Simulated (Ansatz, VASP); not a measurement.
# Two plane-wave programs on ScAl3

File INCAR:

```
ALGO = Normal ; EDIFF = 1E-6
ENCUT = 520 ; GGA = PE
ISIF = 2 ; ISMEAR = 0
LASPH = True ; LCHARG = False
LREAL = False ; LWAVE = False
NBANDS = 18 ; NELM = 60
PREC = Accurate ; SIGMA = 0.05
```

File KPOINTS:

```
k-points
0
Gamma
  6 6 6
```

File POSCAR:

```
ScAl3
1.0
    4.1810458478      0.0000000000      0.0000000000
    0.0000000000      4.1810458478      0.0000000000
    0.0000000000      0.0000000000      4.1810458478
Sc Al
1 3
Direct
    0.0000000000      0.0000000000      0.0000000000
    0.5000000000      0.0000000000      0.5000000000
    0.0000000000      0.5000000000      0.5000000000
    0.5000000000      0.5000000000      0.0000000000
```

Input for Ansatz:

```yaml
crystal:
  lattice:
    - [4.181045847825993, 0.0, 0.0]
    - [0.0, 4.181045847825993, 0.0]
    - [0.0, 0.0, 4.181045847825993]
  atoms:
    - { symbol: Sc, position: [0.0, 0.0, 0.0] }
    - { symbol: Al, position: [0.5, 0.0, 0.5] }
    - { symbol: Al, position: [0.0, 0.5, 0.5] }
    - { symbol: Al, position: [0.5, 0.5, 0.0] }
basis:
  ecutwfc: 500.0
kpoints:
  mp_grid:
    grid: [6, 6, 6]
hamiltonian:
  xc: pbe
scf:
  occupations:
    method: gaussian
    width: 0.05
output:
  stress: true
```

Alike in both runs: task single point; functional PBE; k mesh 6 × 6 × 6; occupations gaussian, width 0.05 eV; no spin polarisation.

|  | VASP | Ansatz |
| --- | --- | --- |
| version | VASP 6.6.1 | Ansatz 0.2.0 |
| potentials or method | VASP PAW PBE potentials, release 64 (Sc_sv, Al), cutoff 520 eV | plane waves, PAW |
| valence electrons in the cell | 20 | 20 |

```csv
,VASP,Ansatz,Ansatz less VASP
pressure (GPa),-4.2,-4.2,0.00
```
